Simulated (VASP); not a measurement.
# F: single point with PBE

F:

```
F
1.0
     2.77593   -1.63875   -0.04059
     2.77593    1.63875   -0.04059
    -1.65559    0.00000    7.81439
F
4
Cartesian
  0.1109 0.0000 0.7943
  3.7854 0.0000 6.9389
  1.8348 0.0000 4.6791
  2.0615 0.0000 3.0542
```

This cell differs from its parent crystal: strained.

```yaml
Program: VASP 6.6.1
Task: single point
Functional: PBE
Potentials_or_basis: VASP PAW PBE potentials, release 64 (F)
Cutoff: 520 eV
k_mesh: 10 × 10 × 4
Occupations: gaussian, width 0.02 eV
Spin: no spin polarisation
```

| Quantity | Value |
| --- | --- |
| Pressure | -9.2 GPa |
| Largest force | 3.681 eV/Å |
| Band gap on the k mesh | 0.85 eV, direct |

Forces on the atoms (eV/Å):
```
F   -0.473  0.000 -3.395
F    0.473  0.000  3.395
F    0.521  0.000 -3.644
F   -0.521  0.000  3.644
```

Stress tensor (GPa, compression positive):
```
 -0.47   0.00   0.15
  0.00  -0.05   0.00
  0.15   0.00 -27.14
```

Levels at points of the mesh, in eV from the valence-band top:
| k point | band 12 | band 13 | band 14 | band 15 | band 16 | band 17 |
| --- | --- | --- | --- | --- | --- | --- |
| (0.00, 0.00, 0.00) | -0.12 | -0.02 | 0.00 | 0.85 | 1.74 | 9.52 |
| (0.50, 0.00, 0.00) | -0.60 | -0.17 | -0.16 | 1.31 | 1.55 | 14.20 |
| (0.50, 0.50, 0.00) | -0.42 | -0.31 | -0.06 | 1.20 | 1.60 | 14.41 |
| (0.00, 0.00, 0.50) | -0.08 | -0.07 | -0.06 | 1.20 | 1.43 | 10.16 |
| (0.50, 0.00, 0.50) | -0.46 | -0.28 | -0.05 | 1.24 | 1.57 | 14.29 |
| (0.50, 0.50, 0.50) | -0.58 | -0.19 | -0.17 | 1.31 | 1.54 | 14.26 |

It took 87 s on 1 thread of Intel(R) Xeon(R) Platinum 8488C (Sapphire Rapids), with other jobs on the host, peak memory 0.25 GiB.

Caveat: the cell differs from its parent crystal (strained); forces of over 1 eV/Å act on the atoms, so gaps and moduli don't describe the material at rest. A k mesh can miss the band edges.
